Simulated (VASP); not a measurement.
# Si3C (P4/mmm) in VASP: relaxation of cell and atoms with PBE

Aim: the relaxation of cell and atoms of Si3C with PBE.

Program: VASP 6.6.1. These are calculated values, not measurements. Logs are shortened: lines on timing, memory, paths and dates and some standing lists are left out, and cuts for length are marked.

## Step 1: The cell of the first run

The structure is tetragonal, space group P4/mmm (No. 123). The conventional cell has a = 2.651 Å, b = 2.651 Å, c = 7.107 Å, α = 90.00°, β = 90.00°, γ = 90.00°. Within 2.9 Å of Si (site symmetry 4mm) lie 4 C at 2.22 Å and 5 Si at 2.39 to 2.65 Å. Within 3.5 Å of Si (site symmetry 4/mmm) lie 12 Si at 2.65 to 3.01 Å. C (site symmetry 4/mmm) has 8 Si at 2.22 Å and 4 C at 2.65 Å within 2.9 Å.

## Step 2: Relaxation of cell and atoms, PBE

Input file INCAR:

```
PREC = Accurate ; ENCUT = 600
EDIFF = 1E-6 ; ISMEAR = 0
SIGMA = 0.1 ; LREAL = F
LASPH = T ; NELM = 60
ALGO = Normal ; ISIF = 3
LWAVE = F ; LCHARG = F
GGA = PE ; IBRION = 2
NSW = 100 ; EDIFFG = -0.01
```

Input file KPOINTS:

```
Automatic mesh
0
Gamma
  18 18 8
```

Input file POSCAR:

```
Si3C
1.0
    2.6511745176      0.0000000000      0.0000000000
    0.0000000000      2.6511745176      0.0000000000
    0.0000000000      0.0000000000      7.1068134999
Si C
3 1
Direct
    0.5000000000      0.5000000000      0.1681905921
    0.0000000000      0.0000000000      0.5000000000
    0.5000000000      0.5000000000      0.8318094079
    0.0000000000      0.0000000000      0.0000000000
```

Potentials or basis: VASP PAW PBE potentials, release 64 (Si, C).

Command:

```console
$ cat potpaw_PBE.64/Si/POTCAR potpaw_PBE.64/C/POTCAR > POTCAR
$ mpirun -np 1 vasp_std > vasp.out
```

OUTCAR:

```text
PREC = Accurate
   ENCUT = 600
   EDIFF = 1E-6
   ISMEAR = 0
   LREAL = F
   LASPH = T
   NELM = 60
   ISIF = 3
   GGA = PE
   IBRION = 2
   NSW = 100
   EDIFFG = -0.01

 ion  position               nearest neighbor table
   1  0.500  0.500  0.168-   4 2.22   4 2.22   4 2.22   4 2.22   3 2.39   2 3.01   2 3.01   2 3.01
                             2 3.01
   2  0.000  0.000  0.500-   1 3.01   3 3.01   1 3.01   3 3.01   1 3.01   3 3.01   1 3.01   3 3.01

   3  0.500  0.500  0.832-   4 2.22   4 2.22   4 2.22   4 2.22   1 2.39   2 3.01   2 3.01   2 3.01
                             2 3.01
   4  0.000  0.000  0.000-   1 2.22   3 2.22   1 2.22   3 2.22   1 2.22   3 2.22   1 2.22   3 2.22

  LATTYP: Found a simple tetragonal cell.
 ALAT       =     2.6511745176
 C/A-ratio  =     2.6806283225

  Lattice vectors:

 A1 = (   2.6511745176,   0.0000000000,   0.0000000000)
 A2 = (   0.0000000000,   2.6511745176,   0.0000000000)
 A3 = (   0.0000000000,   0.0000000000,   7.1068134999)

Analysis of symmetry for initial positions (statically):
=====================================================================
 Subroutine PRICEL returns:
 Original cell was already a primitive cell.

 Routine SETGRP: Setting up the symmetry group for a
 simple tetragonal supercell.

 Subroutine GETGRP returns: Found 16 space group operations
 (whereof 16 operations were pure point group operations)
 out of a pool of 16 trial point group operations.

The static configuration has the point symmetry D_4h.

Analysis of symmetry for dynamics (positions and initial velocities):
=====================================================================
 Subroutine PRICEL returns:
 Original cell was already a primitive cell.

 Routine SETGRP: Setting up the symmetry group for a
 simple tetragonal supercell.

 Subroutine GETGRP returns: Found 16 space group operations
 (whereof 16 operations were pure point group operations)
 out of a pool of 16 trial point group operations.

The dynamic configuration has the point symmetry D_4h.

 Subroutine INISYM returns: Found 16 space group operations
 (whereof 16 operations are pure point group operations),
 and found     1 'primitive' translations

----------------------------------------------------------------------------------------

                                     Primitive cell

  volume of cell :      49.9518

  direct lattice vectors                    reciprocal lattice vectors
     2.651174518  0.000000000  0.000000000     0.377191314  0.000000000  0.000000000
     0.000000000  2.651174518  0.000000000     0.000000000  0.377191314  0.000000000
     0.000000000  0.000000000  7.106813500     0.000000000  0.000000000  0.140710038

  length of vectors
     2.651174518  2.651174518  7.106813500     0.377191314  0.377191314  0.140710038

  position of ions in fractional coordinates (direct lattice)
     0.500000000  0.500000000  0.168190592
     0.000000000  0.000000000  0.500000000
     0.500000000  0.500000000  0.831809408
     0.000000000  0.000000000  0.000000000

  ion indices of the primitive-cell ions
   primitive index   ion index
                 1           1
                 2           2
                 3           3
                 4           4

----------------------------------------------------------------------------------------

 KPOINTS: Automatic mesh

Automatic generation of k-mesh.
 Grid dimensions read from file:
 generate k-points for:   18   18    8

 Generating k-lattice:

  Cartesian coordinates                     Fractional coordinates (reciprocal lattice)
     0.020955073  0.000000000  0.000000000     0.055555556  0.000000000  0.000000000
     0.000000000  0.020955073  0.000000000     0.000000000  0.055555556  0.000000000
     0.000000000  0.000000000  0.017588755     0.000000000  0.000000000  0.125000000

  Length of vectors
     0.020955073  0.020955073  0.017588755

  Shift w.r.t. Gamma in fractional coordinates (k-lattice)
     0.000000000  0.000000000  0.000000000

 Subroutine IBZKPT returns following result:
 ===========================================

 Found    275 irreducible k-points:

 Following reciprocal coordinates:
            Coordinates               Weight
  0.000000  0.000000  0.000000      1.000000
  0.055556  0.000000  0.000000      4.000000
  0.111111  0.000000  0.000000      4.000000
  0.166667  0.000000  0.000000      4.000000
  0.222222  0.000000  0.000000      4.000000
  0.277778  0.000000  0.000000      4.000000
[... 16 lines left out ...]
  0.277778  0.111111  0.000000      8.000000
  0.333333  0.111111  0.000000      8.000000
 [... further k-points ...]
   k-points           NKPTS =    275   k-points in BZ     NKDIM =    275   number of bands    NBANDS=     12
   number of dos      NEDOS =    301   number of ions     NIONS =      4
   total plane-waves  NPLWV =  34560
   dimension x,y,z NGX =    24 NGY =   24 NGZ =   60
   dimension x,y,z NGXF=    48 NGYF=   48 NGZF=  120
   ions per type =               3   1
   NGX,Y,Z   is equivalent  to a cutoff of  15.05, 15.05, 14.04 a.u.
   NGXF,Y,Z  is equivalent  to a cutoff of  30.10, 30.10, 28.07 a.u.
 SYSTEM =  unknown system
   PREC   = accura    normal or accurate (medium, high low for compatibility)
   ISTART =      0    job   : 0-new  1-cont  2-samecut
   ICHARG =      2    charge: 1-file 2-atom 10-const
   ISPIN  =      1    spin polarized calculation?
   LNONCOLLINEAR =      F non collinear calculations
   LSORBIT =      F    spin-orbit coupling
   LASPH  =      T    aspherical Exc in radial PAW
   ENCUT  =  600.0 eV  44.10 Ry    6.64 a.u.   5.30  5.30 14.19*2*pi/ulx,y,z
   NELM   =     60;   NELMIN=  2; NELMDL= -5     # of ELM steps
   EDIFF  = 0.1E-05   stopping-criterion for ELM
   LREAL  =      F    real-space projection
   EDIFFG = -.1E-01   stopping-criterion for IOM
   NSW    =    100    number of steps for IOM
   IBRION =      2    ionic relax: 0-MD 1-quasi-New 2-CG
   NFREE  =      1    steps in history (QN), initial steepest desc. (CG)
   ISIF   =      3    stress and relaxation
   ISYM   =      2    0-nonsym 1-usesym 2-fastsym
   POTIM  = 0.5000    time-step for ionic-motion
   TEBEG  =    0.0;   TEEND  =   0.0 temperature during run
   PSTRESS=    0.0 pullay stress
   NELECT =      16.0000    total number of electrons
   NUPDOWN=      -1.0000    fix difference up-down
   EMIN   =  10.00;   EMAX   =-10.00  energy-range for DOS
   EFERMI =   0.00;   METHOD = LEGACY
   ISMEAR =     0;   SIGMA  =   0.10  broadening in eV -4-tet -1-fermi 0-gaus
   EFERMI_NEDOS =   21; number of points for ismear=-14 and -15
   IALGO  =     38    algorithm
   IMIX   =      4    mixing-type and parameters
     AMIX     =   0.40;   BMIX     =  1.00
     AMIX_MAG =   1.60;   BMIX_MAG =  1.00
  volume/ion in A,a.u.               =      12.49        84.27
  Fermi-wavevector in a.u.,A,eV,Ry     =   1.120119  2.116719 17.070786  1.254667
  Thomas-Fermi vector in A             =   2.256763
   LORBIT       =      0    0 simple, 1 ext, 2 COOP (PROOUT), +10 PAW based schemes
   GGA     = PE    functional components
   LHFCALC =     F    Hartree Fock is set to
   AEXX    =    0.0000 exact exchange contribution
   IVDW    =     0    specifies the selected vdW correction
   LEPSILON=     F    determine dielectric tensor
   LRPA    =     F    only Hartree local field effects (RPA)
 conjugate gradient relaxation of ions
 non-spin polarized calculation
 Gauss-broadening in eV      SIGMA  =   0.10
  energy-cutoff  :      600.00
  volume of cell :       49.95
 maximum number of plane-waves:      1696
 NGX is ok and might be reduce to    24
   NGX = 11   NGY = 11   NGZ = 29

--------------------------------------- Ionic step        1  -------------------------------------------

 number of electron      16.0000000 magnetization

 Free energy of the ion-electron system (eV)
  ---------------------------------------------------
  ext. energy  EPLUGINS =         0.00000000
  ---------------------------------------------------
  free energy    TOTEN  =       -20.89135498 eV

  energy without entropy =      -20.88011206  energy(sigma->0) =      -20.88573352

------------------------ aborting loop because EDIFF is reached ----------------------------------------

  FORCE on cell =-STRESS in cart. coord.  units (eV):
  Direction    XX          YY          ZZ          XY          YZ          ZX
  --------------------------------------------------------------------------------------
  -------------------------------------------------------------------------------------
  Total        0.3310654      0.3310654     -0.7585887      0.0000000      0.0000000      0.0000000
  in kB       10.6187372     10.6187372    -24.3313052      0.0000000      0.0000000      0.0000000
  external PRESSURE =      -1.0312769 kB  Pullay stress =       0.0000000 kB
[... 95 lines left out ...]
  FREE ENERGIE OF THE ION-ELECTRON SYSTEM (eV)
  ---------------------------------------------------
  free  energy   TOTEN  =       -20.9333026210 eV

  energy  without entropy=      -20.9257239275  energy(sigma->0) =      -20.92951327

 E-fermi :   9.9780     XC(G=0): -11.4556

 val. band max:        9.9769418276   @ k =   0.5000   0.1111   0.2500
 cond. band min:       9.9905046692   @ k =   0.1667   0.1111   0.5000
 fundamental gap:      0.0135628416
 Fermi energy:         9.9780106266

 k-point     1 :       0.0000    0.0000    0.0000
  band No.  band energies     occupation
      1      -6.5233      2.00000
      2      -1.7486      2.00000
      3      -1.3168      2.00000
      4       6.9245      2.00000
      5       7.8573      2.00000
      6       8.5967      2.00000
      7       8.5967      2.00000
      8      11.6067      0.00000
      9      14.5979      0.00000
     10      15.3308      0.00000
     11      15.3308      0.00000
     12      15.9692      0.00000
[... 333 lines left out ...]
      1      -4.3328      2.00000
      2       0.5158      2.00000
      3       1.0132      2.00000
      4       1.5901      2.00000
      5       6.7076      2.00000
      6       6.9588      2.00000
      7       8.3474      2.00000
      8       9.3476      2.00000
      9      10.2082      0.00113
     10      13.8036      0.00000
     11      14.7633      0.00000
     12      15.0871      0.00000

 [... further k-points ...]

[... ionic steps 4 to 19 ...]

--------------------------------------- Ionic step       20  -------------------------------------------

 number of electron      15.9999999 magnetization

------------------------ aborting loop because EDIFF is reached ----------------------------------------
[... 71 lines left out ...]
--------------------------------------- Ionic step       22  -------------------------------------------

 number of electron      15.9999999 magnetization

 Free energy of the ion-electron system (eV)
  ---------------------------------------------------
  ext. energy  EPLUGINS =         0.00000000
  ---------------------------------------------------
  free energy    TOTEN  =       -21.04235376 eV

  energy without entropy =      -21.03635245  energy(sigma->0) =      -21.03935311

 E-fermi :  10.8246     XC(G=0): -11.7325

 val. band max:       10.8112867032   @ k =   0.2222   0.1667   0.3750
 cond. band min:      10.8420861002   @ k =   0.2778   0.2222   0.0000
 fundamental gap:      0.0307993970
 Fermi energy:        10.8245924052

 k-point     1 :       0.0000    0.0000    0.0000
  band No.  band energies     occupation
      1      -5.7187      2.00000
      2      -1.3749      2.00000
      3      -0.7572      2.00000
      4       8.3807      2.00000
      5       9.4488      2.00000
      6       9.4488      2.00000
      7      10.1807      2.00000
      8      12.4449      0.00000
      9      14.8723      0.00000
     10      15.2034      0.00000
     11      15.2034      0.00000
     12      17.4110      0.00000
[... 376 lines left out ...]
  FREE ENERGIE OF THE ION-ELECTRON SYSTEM (eV)
  ---------------------------------------------------
  free  energy   TOTEN  =       -21.0423537586 eV

  energy  without entropy=      -21.0363524526  energy(sigma->0) =      -21.03935311

 reached required accuracy - stopping structural energy minimisation
```

Run time: 28 min. Hardware: 1 thread of AMD EPYC 7R43 (Zen 3), shared host; peak memory 0.28 GiB.

Results:

| Quantity | Value |
| --- | --- |
| Free energy | -21.0424 eV |
| Relaxed volume | 11.63 Å³/atom |
| Relaxed cell | a = 2.749 Å, b = 2.749 Å, c = 6.153 Å, α = 90.00°, β = 90.00°, γ = 90.00° |
| Space group after relaxing (to 0.05 Å) | P4/mmm (No. 123) |
| Energy gained by relaxing | 37.7 meV/atom |
| Ionic steps | 22 |
| Pressure after relaxing | 0.1 GPa |

The path:
```tsv
step	energy change (eV)	largest force (eV/Å)	pressure (GPa)	volume (Å³)
1	0.0000	0.1378	-0.10	49.95
2	-0.0137	0.1347	-0.49	49.89
3	-0.0419	0.3283	-1.17	49.73
4	-0.0713	0.5942	-2.17	49.31
5	-0.0142	1.4422	-1.49	48.07
6	-0.0686	0.9648	-2.11	49.00
7	-0.0709	0.8721	-2.09	49.12
8	-0.0736	0.8628	-2.12	49.07
9	-0.0810	0.8356	-2.20	48.92
10	-0.0938	0.7646	-2.42	48.62
11	-0.1122	0.5817	-2.52	48.00
12	-0.1132	0.4897	-2.42	47.79
13	-0.1240	0.4218	-2.12	47.60
14	-0.1472	0.1448	-1.14	47.06
15	-0.1336	0.2468	1.49	45.95
16	-0.1500	0.0617	-0.24	46.64
17	-0.1505	0.0219	-0.49	46.75
18	-0.1505	0.0134	-0.53	46.77
19	-0.1508	0.0047	-0.32	46.68
20	-0.1509	0.0318	0.00	46.56
21	-0.1509	0.0235	0.01	46.55
22	-0.1510	0.0011	0.05	46.51
```

Final structure:
```cif
data_structure
_symmetry_space_group_name_H-M 'P 1'
_symmetry_Int_Tables_number 1
_cell_length_a 2.7495
_cell_length_b 2.7495
_cell_length_c 6.1528
_cell_angle_alpha 90.000
_cell_angle_beta 90.000
_cell_angle_gamma 90.000
_cell_volume 46.51
loop_
_atom_site_label
_atom_site_type_symbol
_atom_site_fract_x
_atom_site_fract_y
_atom_site_fract_z
_atom_site_occupancy
Si1 Si 0.50000 0.50000 0.19117 1
Si2 Si 0.00000 0.00000 0.50000 1
Si3 Si 0.50000 0.50000 0.80883 1
C1 C 0.00000 0.00000 0.00000 1
```

Caveat: the bands computed are all filled at some k points, so no gap is given.
